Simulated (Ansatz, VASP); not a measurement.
Two plane-wave programs on Ta

File INCAR:

```
SYSTEM = Ta
ALGO = Normal ; EDIFF = 1E-6
EDIFFG = -0.01 ; ENCUT = 600
GGA = RP ; IBRION = 2
ISIF = 3 ; ISMEAR = -1
LASPH = .TRUE. ; LCHARG = .FALSE.
LREAL = .FALSE. ; LWAVE = .FALSE.
NELM = 60 ; NSW = 80
PREC = Accurate ; SIGMA = 0.1
```

Contents of KPOINTS:

```
k-points
0
G
  13 13 13
  0 0 0
```

File POSCAR:

```
Ta
1.0
    0.0000000000      2.0825235034      2.0825235034
    2.0825235034      0.0000000000      2.0825235034
    2.0825235034      2.0825235034      0.0000000000
Ta
1
Direct
    0.0000000000      0.0000000000      0.0000000000
```

Input for Ansatz:

```yaml
crystal:
  lattice:
    - [0.0, 2.0825235034, 2.0825235034]
    - [2.0825235034, 0.0, 2.0825235034]
    - [2.0825235034, 2.0825235034, 0.0]
  atoms:
    - { symbol: Ta, position: [0.0, 0.0, 0.0] }
hamiltonian:
  xc: rpbe
  pseudopotentials:
    kind: paw
    azcp:
      Ta: "pseudopotentials/Ta.paw.azcp"
basis:
  ecutwfc: 420
  fft_grid_basis: typed
kpoints:
  mp_grid: { grid: [13, 13, 13], shift: [0, 0, 0] }
magnetization:
  spin_polarized: false
scf:
  occupations: { method: fermi_dirac, width: 0.1 }
relax:
  max_steps: 60
  f_tol: 0.01
  cell: {}
output:
  write_density: true
  write_potential: true
  elf: true
  volumetric_format: npy
```

Alike in both runs: task relaxation of cell and atoms; functional RPBE; k mesh 13 × 13 × 13; occupations fermi-dirac, width 0.1 eV; no spin polarisation.

```csv
,VASP,Ansatz
version,VASP 6.6.1,Ansatz 0.2.0
potentials or method,"VASP PAW PBE potentials, release 64 (Ta_pv), cutoff 600 eV","plane waves (420 eV) with PAW, scalar-relativistic"
valence electrons in the cell,11,13
```

|  | VASP | Ansatz | Ansatz less VASP |
| --- | --- | --- | --- |
| relaxed volume (Å³/atom) | 19.16 | 19.16 | -0.006 |
| relaxed cell length with the largest relative difference (Å) | 3.004 | 3.003 | -0.0003 |

VASP's potentials were made for PBE, not for RPBE. VASP's potentials hold 11 valence electrons a cell and Ansatz's 13, so a difference there can come from the potentials and not from the codes.

Neither program's run includes spin-orbit coupling.
